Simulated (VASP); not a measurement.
Wanted: the native input for a VASP 6.6.1 run.

```yaml
Task: single point
Functional: PBEsol
Potentials_or_basis: VASP PAW PBE potentials, release 64 (Hf_pv, B)
Cutoff: 500 eV
k_mesh: 16 × 16 × 16
Occupations: gaussian, width 0.1 eV
Spin: no spin polarisation
Dipole_correction: no
Further_INCAR_settings: ALGO = Normal; EDIFF = 1e-06; NBANDS = 14
```

The structure of HfB lies in POSCAR:

```
HfB
1.0
    0.0000000000      2.2918920499      2.2918920499
    2.2918920499      0.0000000000      2.2918920499
    2.2918920499      2.2918920499      0.0000000000
Hf B
1 1
Direct
    0.5000000000      0.5000000000      0.5000000000
    0.0000000000      0.0000000000      0.0000000000
```

The input as run:

INCAR

```
  ALGO = Normal
  EDIFF = 1E-6
  ENCUT = 500
  GGA = PS
  GGA_COMPAT = False
  ISIF = 2
  ISMEAR = 0
  LASPH = True
  LCHARG = True
  LELF = True
  LREAL = False
  LVHAR = True
  LWAVE = False
  NBANDS = 14
  NELM = 120
  PREC = Accurate
  SIGMA = 0.1
```

KPOINTS

```
k-points
0
Gamma
  16 16 16
```

Potentials or basis: VASP PAW PBE potentials, release 64 (Hf_pv, B).

Command:

```bash
$ cat potpaw_PBE.64/Hf_pv/POTCAR potpaw_PBE.64/B/POTCAR > POTCAR
$ mpirun -np 1 vasp_std > vasp.out
```

It gave:

| Item | Value |
| --- | --- |
| Pressure | 31.3 GPa |
| Band gap on the k mesh | zero (an odd number of electrons rules out a gap without spin polarisation) |

Caveat: the cell stands under pressure; the PAW data sets were made with another functional, which shifts forces and pressure a little; spin-orbit coupling is left out, which moves the levels of the heavy elements.

Wall time 33 s on 1 thread of AMD EPYC 7R13 Processor (Zen 3), on a shared host, peak memory 0.15 GiB.
